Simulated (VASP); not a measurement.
Set up this calculation in VASP 6.6.1, as the native input.

```
Task                   : relaxation of cell and atoms
Functional             : PBE
Potentials or basis    : VASP PAW PBE potentials, release 64 (Si, Ge_d)
Cutoff                 : 600 eV
k mesh                 : 5 × 5 × 2
Occupations            : gaussian, width 0.2 eV
Spin                   : no spin polarisation
Dipole correction      : no
Further INCAR settings : ALGO = Normal; EDIFF = 1e-07; IBRION = 2; EDIFFG = -0.08; NSW = 36; ISIF = 3
```

The structure of SiGe2 lies in POSCAR:

```
SiGe2
1.0
    3.9400000000      0.0000000000      0.0000000000
   -1.9700000000      3.4121400900      0.0000000000
    0.0000000000      0.0000000000      9.6500000000
Si Ge
2 4
Direct
    0.0000000000      0.0000000000      0.1250000000
    0.0000000000      0.0000000000      0.8750000000
    0.6666666700      0.3333333300      0.2083000000
    0.6666666700      0.3333333300      0.4583000000
    0.3333333300      0.6666666700      0.7917000000
    0.3333333300      0.6666666700      0.5417000000
```

These files were run (other wordings do the same):

INCAR

```
ALGO     = Normal         # electronic algorithm
EDIFF    = 1E-7           # SCF threshold, eV
EDIFFG   = -0.08          # ionic threshold
ENCUT    = 600            # plane-wave cutoff, eV
GGA      = PE             # functional
IBRION   = 2              # ionic algorithm
ISIF     = 3              # what is computed and relaxed
ISMEAR   = 0              # smearing method
LASPH    = True           # aspherical terms in the spheres
LCHARG   = False          # write CHGCAR
LREAL    = False          # projectors in reciprocal space
LWAVE    = False          # write WAVECAR
NELM     = 60             # most SCF steps
NSW      = 36             # ionic steps
PREC     = Accurate       # precision mode
SIGMA    = 0.2            # smearing width, eV
```

KPOINTS

```
k-points
0
Gamma
  5 5 2
```

Potentials or basis: VASP PAW PBE potentials, release 64 (Si, Ge_d).

Launch:

```bash
$ cat potpaw_PBE.64/Si/POTCAR potpaw_PBE.64/Ge_d/POTCAR > POTCAR
$ mpirun -np 1 vasp_std > vasp.out
```

It gave:

```
Relaxed volume                        : 22.54 Å³/atom
Relaxed cell                          : a = 4.003 Å, b = 4.003 Å, c = 9.744 Å, α = 90.00°, β = 90.00°, γ = 120.00°
Space group after relaxing (to 0.1 Å) : P-3m1 (No. 164)
Energy gained by relaxing             : 17.7 meV/atom
Ionic steps                           : 6
Pressure after relaxing               : 0.1 GPa
Largest force after relaxing          : 0.062 eV/Å
Band gap on the k mesh                : 0.42 eV (least direct gap 0.56 eV)
```

Caveat: the relaxation stopped at a loose force limit of 0.08 eV/Å, so its end isn't a converged minimum.

Run time: 2.4 min on 1 thread of Intel(R) Xeon(R) 6975P-C (Granite Rapids), on a shared host, peak memory 0.29 GiB.
